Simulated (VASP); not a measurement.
# Se (I4/mmm) in VASP: further runs

Runs on Se. Level: PBE+D3(BJ). Tasks: single point.

Program: VASP 6.6.1. These are calculated values, not measurements. Logs are shortened: lines on timing, memory, paths and dates and some standing lists are left out, and cuts for length are marked.

## Step 1: The cell of the first run

The structure is tetragonal, space group I4/mmm (No. 139). Conventional cell: a = 3.407 Å, b = 3.407 Å, c = 2.896 Å, α = 90.00°, β = 90.00°, γ = 90.00°. Se (site symmetry 4/mmm) has 14 Se at 2.81 to 3.41 Å within 3.7 Å.

## Step 2: Single point, PBE+D3(BJ) (strain -0.1500 x Voigt [0, 1, 0, 0, 0, 0])

Input file INCAR:

```
SYSTEM = Se
  ALGO = Normal
  EDIFF = 1E-6
  ENCUT = 520
  GGA = PE
  ISIF = 2
  ISMEAR = 0
  IVDW = 12
  LASPH = .TRUE.
  LCHARG = .FALSE.
  LREAL = .FALSE.
  LWAVE = .FALSE.
  NBANDS = 9
  NELM = 100
  PREC = Accurate
  SIGMA = 0.15
```

Input file KPOINTS:

```
k-points
0
G
  20 20 20
  0 0 0
```

Input file POSCAR:

```
Se
1.0
   -1.7034486149      1.4479313227      1.7034486149
    1.7034486149     -1.4479313227      1.7034486149
    1.7034486149      1.4479313227     -1.7034486149
Se
1
Direct
    0.0000000000      0.0000000000      0.0000000000
```

Potentials or basis: VASP PAW PBE potentials, release 64 (Se).

Launch:

```console
> cat potpaw_PBE.64/Se/POTCAR > POTCAR
> mpirun -np 1 vasp_std > vasp.out
```

OUTCAR:

```text
SYSTEM = Se
   EDIFF = 1E-6
   ENCUT = 520
   GGA = PE
   ISIF = 2
   ISMEAR = 0
   IVDW = 12
   LASPH = .TRUE.
   LREAL = .FALSE.
   NELM = 100
   PREC = Accurate
 IVDW          = 12

 ion  position               nearest neighbor table
   1  0.000  0.000  0.000-

  LATTYP: Found a body centered tetragonal cell.
 ALAT       =     3.4068972298
 C/A-ratio  =     0.8500000000

  Lattice vectors:

 A1 = (  -1.7034486149,  -1.4479313227,   1.7034486149)
 A2 = (   1.7034486149,  -1.4479313227,  -1.7034486149)
 A3 = (   1.7034486149,   1.4479313227,   1.7034486149)

Analysis of symmetry for initial positions (statically):
=====================================================================
 Subroutine PRICEL returns:
 Original cell was already a primitive cell.

 Routine SETGRP: Setting up the symmetry group for a
 body centered tetragonal supercell.

 Subroutine GETGRP returns: Found 16 space group operations
 (whereof 16 operations were pure point group operations)
 out of a pool of 16 trial point group operations.

The static configuration has the point symmetry D_4h.

Analysis of symmetry for dynamics (positions and initial velocities):
=====================================================================
 Subroutine PRICEL returns:
 Original cell was already a primitive cell.

 Routine SETGRP: Setting up the symmetry group for a
 body centered tetragonal supercell.

 Subroutine GETGRP returns: Found 16 space group operations
 (whereof 16 operations were pure point group operations)
 out of a pool of 16 trial point group operations.

The dynamic configuration has the point symmetry D_4h.

 Subroutine INISYM returns: Found 16 space group operations
 (whereof 16 operations are pure point group operations),
 and found     1 'primitive' translations

----------------------------------------------------------------------------------------

                                     Primitive cell

  volume of cell :      16.8061

  direct lattice vectors                    reciprocal lattice vectors
    -1.703448615  1.447931323  1.703448615     0.000000000  0.345320246  0.293522209
     1.703448615 -1.447931323  1.703448615     0.293522209  0.000000000  0.293522209
     1.703448615  1.447931323 -1.703448615     0.293522209  0.345320246  0.000000000

  length of vectors
     2.810690215  2.810690215  2.810690215     0.453212267  0.415103089  0.453212267

  position of ions in fractional coordinates (direct lattice)
     0.000000000  0.000000000  0.000000000

  ion indices of the primitive-cell ions
   primitive index   ion index
                 1           1

----------------------------------------------------------------------------------------

 KPOINTS: k-points

Automatic generation of k-mesh.
 Grid dimensions read from file:
 generate k-points for:   20   20   20

 Generating k-lattice:

  Cartesian coordinates                     Fractional coordinates (reciprocal lattice)
     0.000000000  0.017266012  0.014676110     0.050000000  0.000000000  0.000000000
     0.014676110  0.000000000  0.014676110     0.000000000  0.050000000  0.000000000
     0.014676110  0.017266012  0.000000000     0.000000000  0.000000000  0.050000000

  Length of vectors
     0.022660613  0.020755154  0.022660613

  Shift w.r.t. Gamma in fractional coordinates (k-lattice)
     0.000000000  0.000000000  0.000000000

 Subroutine IBZKPT returns following result:
 ===========================================

 Found    641 irreducible k-points:

 Following reciprocal coordinates:
            Coordinates               Weight
  0.000000  0.000000  0.000000      1.000000
  0.050000  0.000000  0.000000      8.000000
  0.100000 -0.000000  0.000000      8.000000
  0.150000  0.000000  0.000000      8.000000
  0.200000 -0.000000  0.000000      8.000000
  0.250000  0.000000  0.000000      8.000000
[... 16 lines left out ...]
 -0.450000  0.050000 -0.000000     16.000000
 -0.400000  0.050000 -0.000000     16.000000
 [... further k-points ...]
   k-points           NKPTS =    641   k-points in BZ     NKDIM =    641   number of bands    NBANDS=      9
   number of dos      NEDOS =    301   number of ions     NIONS =      1
   total plane-waves  NPLWV =  13824
   dimension x,y,z NGX =    24 NGY =   24 NGZ =   24
   dimension x,y,z NGXF=    48 NGYF=   48 NGZF=   48
   ions per type =               1
   NGX,Y,Z   is equivalent  to a cutoff of  14.20, 14.20, 14.20 a.u.
   NGXF,Y,Z  is equivalent  to a cutoff of  28.39, 28.39, 28.39 a.u.
 SYSTEM =  Se
   PREC   = accura    normal or accurate (medium, high low for compatibility)
   ISTART =      0    job   : 0-new  1-cont  2-samecut
   ICHARG =      2    charge: 1-file 2-atom 10-const
   ISPIN  =      1    spin polarized calculation?
   LNONCOLLINEAR =      F non collinear calculations
   LSORBIT =      F    spin-orbit coupling
   LASPH  =      T    aspherical Exc in radial PAW
   ENCUT  =  520.0 eV  38.22 Ry    6.18 a.u.   5.23  5.23  5.23*2*pi/ulx,y,z
   NELM   =    100;   NELMIN=  2; NELMDL= -5     # of ELM steps
   EDIFF  = 0.1E-05   stopping-criterion for ELM
   LREAL  =      F    real-space projection
   EDIFFG = 0.1E-04   stopping-criterion for IOM
   NSW    =      0    number of steps for IOM
   IBRION =     -1    ionic relax: 0-MD 1-quasi-New 2-CG
   NFREE  =      0    steps in history (QN), initial steepest desc. (CG)
   ISIF   =      2    stress and relaxation
   ISYM   =      2    0-nonsym 1-usesym 2-fastsym
   POTIM  = 0.5000    time-step for ionic-motion
   TEBEG  =    0.0;   TEEND  =   0.0 temperature during run
   PSTRESS=    0.0 pullay stress
   NELECT =       6.0000    total number of electrons
   NUPDOWN=      -1.0000    fix difference up-down
   EMIN   =  10.00;   EMAX   =-10.00  energy-range for DOS
   EFERMI =   0.00;   METHOD = LEGACY
   ISMEAR =     0;   SIGMA  =   0.15  broadening in eV -4-tet -1-fermi 0-gaus
   EFERMI_NEDOS =   21; number of points for ismear=-14 and -15
   IALGO  =     38    algorithm
   IMIX   =      4    mixing-type and parameters
     AMIX     =   0.40;   BMIX     =  1.00
     AMIX_MAG =   1.60;   BMIX_MAG =  1.00
  volume/ion in A,a.u.               =      16.81       113.41
  Fermi-wavevector in a.u.,A,eV,Ry     =   1.161368  2.194668 18.351211  1.348776
  Thomas-Fermi vector in A             =   2.297941
   LORBIT       =      0    0 simple, 1 ext, 2 COOP (PROOUT), +10 PAW based schemes
   GGA     = PE    functional components
   LHFCALC =     F    Hartree Fock is set to
   AEXX    =    0.0000 exact exchange contribution
   IVDW    =    12    specifies the selected vdW correction
   LEPSILON=     F    determine dielectric tensor
   LRPA    =     F    only Hartree local field effects (RPA)
 non-spin polarized calculation
 Gauss-broadening in eV      SIGMA  =   0.15
  energy-cutoff  :      520.00
  volume of cell :       16.81
 maximum number of plane-waves:       473
 NGX is ok and might be reduce to    24
   NGX = 11   NGY = 11   NGZ = 11

 number of electron       6.0000000 magnetization

 Free energy of the ion-electron system (eV)
  ---------------------------------------------------
  ext. energy  EPLUGINS =         0.00000000
  ---------------------------------------------------
  free energy    TOTEN  =        -2.63862309 eV

  energy without entropy =       -2.63129470  energy(sigma->0) =       -2.63495889

 E-fermi :   8.1065     XC(G=0): -11.4866

 val. band max:        8.1063864292   @ k =   0.3500   0.2000   0.0500
 cond. band min:       8.1093316400   @ k =  -0.4500   0.1500   0.0500
 fundamental gap:      0.0029452109
 Fermi energy:         8.1065054914

 k-point     1 :       0.0000    0.0000    0.0000
  band No.  band energies     occupation
      1     -10.0193      2.00000
      2      11.6088      0.00000
      3      11.6088      0.00000
      4      12.9049      0.00000
      5      18.6182      0.00000
      6      20.5675      0.00000
      7      22.6250      0.00000
      8      22.6250      0.00000
      9      23.5241      0.00000

 k-point     2 :       0.0500    0.0000    0.0000
  band No.  band energies     occupation
      1      -9.9491      2.00000
      2      11.4210      0.00000
      3      11.4346      0.00000
      4      12.6236      0.00000
      5      18.7691      0.00000
      6      20.6275      0.00000
      7      22.1731      0.00000
      8      22.2056      0.00000
      9      23.6628      0.00000

 k-point     3 :       0.1000   -0.0000    0.0000
  band No.  band energies     occupation
      1      -9.7390      2.00000
      2      10.7390      0.00000
      3      10.9846      0.00000
      4      12.0436      0.00000
      5      18.9225      0.00000
      6      20.0843      0.00000
      7      21.8266      0.00000
      8      22.1208      0.00000
      9      24.1874      0.00000

 k-point     4 :       0.1500    0.0000    0.0000
  band No.  band energies     occupation
      1      -9.3907      2.00000
      2       9.4856      0.00000
      3      10.3976      0.00000
      4      11.5302      0.00000
      5      18.5392      0.00000
      6      18.9406      0.00000
      7      22.3608      0.00000
      8      22.7855      0.00000
      9      24.5581      0.00000
[... 205 lines left out ...]
 k-point    22 :       0.5000    0.0500    0.0000
  band No.  band energies     occupation
      1      -4.8356      2.00000
      2      -0.0075      2.00000
      3       7.5630      2.00000
      4       9.4933      0.00000
      5      14.7334      0.00000
      6      15.5760      0.00000
      7      24.4568      0.00000
      8      27.7017      0.00000
      9      32.3094      0.00000

 k-point    23 :      -0.4500    0.0500   -0.0000
  band No.  band energies     occupation
      1      -5.3867      2.00000
      2       0.7582      2.00000
      3       7.7358      1.99953
      4       9.5845      0.00000
      5      14.8912      0.00000
      6      15.6399      0.00000
      7      23.7507      0.00000
      8      28.5374      0.00000
      9      31.2901      0.00000

 k-point    24 :      -0.4000    0.0500   -0.0000
  band No.  band energies     occupation
      1      -6.2050      2.00000
      2       2.0243      2.00000
      3       8.0273      1.54495
      4       9.7630      0.00000
      5      15.2247      0.00000
      6      15.8586      0.00000
      7      23.1953      0.00000
      8      28.5838      0.00000
      9      29.9247      0.00000

 [... further k-points ...]

------------------------ aborting loop because EDIFF is reached ----------------------------------------

 Edisp (eV)   -0.51786

 E8    (eV) :    -0.2111

  FORCE on cell =-STRESS in cart. coord.  units (eV):
  Direction    XX          YY          ZZ          XY          YZ          ZX
  --------------------------------------------------------------------------------------
  -------------------------------------------------------------------------------------
  Total       1.41604     2.68793     1.41604     0.00000     0.00000     0.00000
  in kB     134.99615   256.24950   134.99615     0.00000     0.00000     0.00000
  external pressure =      175.41 kB  Pullay stress =        0.00 kB

 VOLUME and BASIS-vectors are now :
 -----------------------------------------------------------------------------
  energy-cutoff  :      520.00
  volume of cell :       16.81
      direct lattice vectors                 reciprocal lattice vectors
    -1.703448615  1.447931323  1.703448615     0.000000000  0.345320246  0.293522209
     1.703448615 -1.447931323  1.703448615     0.293522209  0.000000000  0.293522209
     1.703448615  1.447931323 -1.703448615     0.293522209  0.345320246  0.000000000

 POSITION                                       TOTAL-FORCE (eV/Angst)
 -----------------------------------------------------------------------------------
      0.00000      0.00000      0.00000         0.000000      0.000000     -0.000000
 -----------------------------------------------------------------------------------
    total drift:                                0.000000      0.000000      0.000000

  FREE ENERGIE OF THE ION-ELECTRON SYSTEM (eV)
  ---------------------------------------------------
  free  energy   TOTEN  =        -3.1564838099 eV

  energy  without entropy=       -3.1491554134  energy(sigma->0) =       -3.15281961
```

It took 1.9 min on 1 thread of AMD EPYC 7R43 (Zen 3), shared host; peak memory 0.19 GiB.

What came out:

```yaml
Free_energy: -3.1565 eV
Pressure: 17.5 GPa
Band_gap_on_the_k_mesh: zero (bands 3 and 4 overlap by 8.06 eV)
Dispersion_energy_per_atom: -0.518 eV
```

Caveat: the cell differs from its parent crystal (strain -0.1500 x Voigt [0, 1, 0, 0, 0, 0]); the cell stands under pressure.

(Part 1 of 2 ends here.)
